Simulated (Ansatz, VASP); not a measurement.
## Ir in VASP and in Ansatz

Contents of INCAR:

```
ALGO = Normal
EDIFF = 1E-6
ENCUT = 520
ISIF = 2
ISMEAR = -1
LASPH = True
LCHARG = False
LREAL = False
LWAVE = False
NBANDS = 10
NELM = 100
PREC = Accurate
SIGMA = 0.08
```

File KPOINTS:

```
k-points
0
Gamma
  20 20 20
```

The input POSCAR:

```
Ir
1.0
   -1.4664938561      1.4664938561      1.4664938561
    1.4664938561     -1.4664938561      1.4664938561
    1.4664938561      1.4664938561     -1.4664938561
Ir
1
Direct
    0.0000000000      0.0000000000      0.0000000000
```

Input for Ansatz:

```yaml
crystal:
  lattice:
    - [-1.4664938561, 1.4664938561, 1.4664938561]
    - [1.4664938561, -1.4664938561, 1.4664938561]
    - [1.4664938561, 1.4664938561, -1.4664938561]
  atoms:
    - { symbol: Ir, position: [0.0, 0.0, 0.0] }
kpoints:
  mp_grid: { grid: [20, 20, 20] }
scf:
  occupations: { method: fermi_dirac, width: 0.08 }
hamiltonian:
  xc: lda
  pseudopotentials: { kind: all_electron, lapw: { basis_error: 0.001 } }
output:
  forces: true
  stress: true
  eigenvalues: true
  populations: true
```

Change from the starting cell: volume scaled by 0.88, LAPW.

Alike in both runs: task single point; functional LDA; k mesh 20 × 20 × 20; occupations fermi-dirac, width 0.08 eV; no spin polarisation.

|  | VASP | Ansatz |
| --- | --- | --- |
| version | VASP 6.6.1 | Ansatz 0.2.0 |
| potentials or method | VASP PAW LDA potentials, release 64 (Ir), cutoff 520 eV | all-electron LAPW, scalar-relativistic |

Ansatz gave:

* pressure (GPa): 62.7

Task: Which values does VASP return?

Result: Pressure (GPa): 67.2.

LDA's correlation is that of Perdew and Zunger in VASP and of Perdew and Wang (1992) in Ansatz. Both programs put the cell under a high pressure, so it lies far from rest at this level. Ansatz ran all-electron here, and VASP with PAW potentials.

Neither program's run includes spin-orbit coupling. Noted on VASP's run: the cell as given lies far from equilibrium.
